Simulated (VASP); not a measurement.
Be2CoO3:

```
Be Co O
1.0
     3.20930    0.00000    0.00000
    -1.60465    2.77934    0.00000
     0.00000    0.00000    7.03046
Be Co O
2 1 3
Direct
  0.00000 0.00000 0.13062
  0.00000 0.00000 0.86938
  0.00000 0.00000 0.50000
  0.50000 0.00000 0.00000
  0.00000 0.50000 0.00000
  0.50000 0.50000 0.00000
```

The cell was generated, and may not be a known phase.

```yaml
Program: VASP 6.6.1
Task: relaxation of cell and atoms
Functional: PBE
Potentials_or_basis: VASP PAW PBE potentials, release 64 (Be, Co, O)
Cutoff: 600 eV
k_mesh: 4 × 4 × 2
Occupations: gaussian, width 0.15 eV
Spin: collinear spin, ferromagnetic start
Starting_moments: "[0.0, 0.0, 3.0, 0.0, 0.0, 0.0] μB"
```

At the start: pressure 59.8 GPa; volume 10.45 Å³/atom.

Question: How do energy, volume and symmetry change on relaxing?

Answer: Over 12 steps the energy falls by 957.1 meV/atom and the volume is 13.69 Å³/atom (+31.0 %); space group P6/mmm (No. 191, to 0.1 Å) before and after; moment 2.47 μB per cell.

The path:
| step | energy change (eV) | largest force (eV/Å) | pressure (GPa) | volume (Å³) |
| --- | --- | --- | --- | --- |
| 1 | 0.0000 | 5.0041 | 59.81 | 62.71 |
| 2 | -4.1688 | 0.6858 | -13.43 | 103.59 |
| 3 | -5.4695 | 0.4392 | 0.50 | 85.95 |
| 4 | -5.4957 | 0.2337 | -2.34 | 89.16 |
| 5 | -5.4987 | 0.1494 | -2.58 | 89.74 |
| 6 | -5.4977 | 0.0941 | -3.10 | 90.33 |
| 7 | -5.6364 | 0.2267 | -2.23 | 87.62 |
| 8 | -5.7212 | 0.3861 | -1.03 | 84.51 |
| 9 | -5.7240 | 0.4359 | -0.53 | 83.62 |
| 10 | -5.7242 | 0.4246 | -0.67 | 83.82 |
| 11 | -5.7414 | 0.1285 | -0.07 | 82.62 |
| 12 | -5.7428 | 0.0226 | 0.23 | 82.15 |

Final structure:
```
Be Co O
1.0
     3.81902    0.00000    0.00000
    -1.90951    3.30737    0.00000
     0.00000    0.00000    6.50353
Be Co O
2 1 3
Cartesian
  0.0000 0.0000 1.0629
  0.0000 0.0000 5.4406
  0.0000 0.0000 3.2518
  1.9095 0.0000 0.0000
  -0.9548 1.6537 0.0000
  0.9548 1.6537 0.0000
```

Caveat: the k points lie up to 0.48 Å⁻¹ apart in the final cell; the volume moved by over 15 % at a fixed basis, so the end points are rough; a cell with one magnetic atom can't hold antiferromagnetic order, which such compounds often take.
